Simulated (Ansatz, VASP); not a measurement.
# AlN in VASP and in Ansatz

File INCAR:

```
SYSTEM = AlN
  PREC = Accurate
  ENCUT = 520
  EDIFF = 1E-6
  ISMEAR = 0
  SIGMA = 0.05
  LREAL = .FALSE.
  LASPH = .TRUE.
  NELM = 60
  ALGO = Normal
  ISIF = 2
  LWAVE = .FALSE.
  LCHARG = .FALSE.
  NBANDS = 16
```

Contents of KPOINTS:

```
Automatic mesh
0
G
  9 9 6
  0 0 0
```

POSCAR

```
AlN
1.0
    3.2486697589      0.0000000000      0.0000000000
   -1.6243348794      2.8134305397      0.0000000000
    0.0000000000      0.0000000000      4.0666517166
Al N
2 2
Direct
    0.3333333333      0.6666666667      0.7500000000
    0.6666666667      0.3333333333      0.2500000000
    0.3333333333      0.6666666667      0.2500000000
    0.6666666667      0.3333333333      0.7500000000
```

Input for Ansatz:

```yaml
crystal:
  lattice:
    - [3.2486697589, 0.0, 0.0]
    - [-1.6243348794, 2.8134305397, 0.0]
    - [0.0, 0.0, 4.0666517166]
  atoms:
    - { symbol: Al, position: [0.3333333333, 0.6666666667, 0.75] }
    - { symbol: Al, position: [0.6666666667, 0.3333333333, 0.25] }
    - { symbol: "N", position: [0.3333333333, 0.6666666667, 0.25] }
    - { symbol: "N", position: [0.6666666667, 0.3333333333, 0.75] }
basis:
  ecutwfc: 520.0
kpoints:
  mp_grid: { grid: [9, 9, 6] }
hamiltonian:
  xc: lda
  pseudopotentials: { kind: paw, azcp: { folder: soft_1 } }
scf:
  occupations: { method: gaussian, width: 0.05 }
output:
  forces: true
  stress: true
  eigenvalues: true
```

Change from the starting cell: mode 4 frozen in at +0.000 Å, equal normal strain along x, y and z -0.0083.

Alike in both runs: task single point; functional LDA; k mesh 9 × 9 × 6; occupations gaussian, width 0.05 eV; no spin polarisation.

```csv
,VASP,Ansatz
version,VASP 6.6.1,Ansatz 0.2.0
potentials or method,"VASP PAW LDA potentials, release 64 (Al, N), cutoff 520 eV","scalar-relativistic, plane waves, PAW"
valence electrons in the cell,16,16
```

|  | VASP | Ansatz | Ansatz less VASP |
| --- | --- | --- | --- |
| gap on the k mesh at the Fermi level (eV) | 3.81 | 3.80 | -0.010 |
| least direct gap on the mesh (eV) | 3.81 | 3.80 | -0.010 |
| pressure (GPa) | 6.6 | 5.9 | -0.71 |
| traceless stress, the component that is largest in VASP (GPa) | -0.78 | -0.62 | +0.163 |

Ansatz warns that its potentials were made for another functional, while VASP's fit it. LDA's correlation is that of Perdew and Zunger in VASP and of Perdew and Wang (1992) in Ansatz.
